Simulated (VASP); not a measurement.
The system is Cu3O2.

```
CELL_PARAMETERS angstrom
-2.02298 2.02298 3.67362
2.02298 -2.02298 3.67362
2.02298 2.02298 -3.67362
ATOMIC_POSITIONS crystal
Cu 0.00000 0.00000 0.00000
Cu 0.75000 0.25000 0.50000
Cu 0.25000 0.75000 0.50000
O 0.50000 0.00000 0.50000
O 0.00000 0.50000 0.50000
```

Base run:

| Item | Value |
| --- | --- |
| Program | VASP 6.6.1 |
| Functional | PBE |
| Potentials or basis | VASP PAW PBE potentials, release 64 (Cu_sv_GW, O) |
| Cutoff | 700 eV |
| k mesh | 9 × 9 × 9 |
| Occupations | fermi-dirac, width 0.05 eV |
| Spin | no spin polarisation |

Its results: pressure -2.3 GPa.

The run is repeated on the same cell with these changes: potentials or basis from VASP PAW PBE potentials, release 64 (Cu_sv_GW, O) to VASP PAW PBE potentials, release 64 (Cu, O); cutoff from 700 eV to 520 eV; further incar settings from ALGO = Normal; EDIFF = 1e-06; NBANDS = 42 to ALGO = Normal; EDIFF = 1e-07; NBANDS = 30; valence electrons from 69 to 45. What comes out?

Pressure 1.5 GPa.

Caveats: an odd number of electrons without spin polarisation forces a metal; a magnetic or distorted state may lie lower.
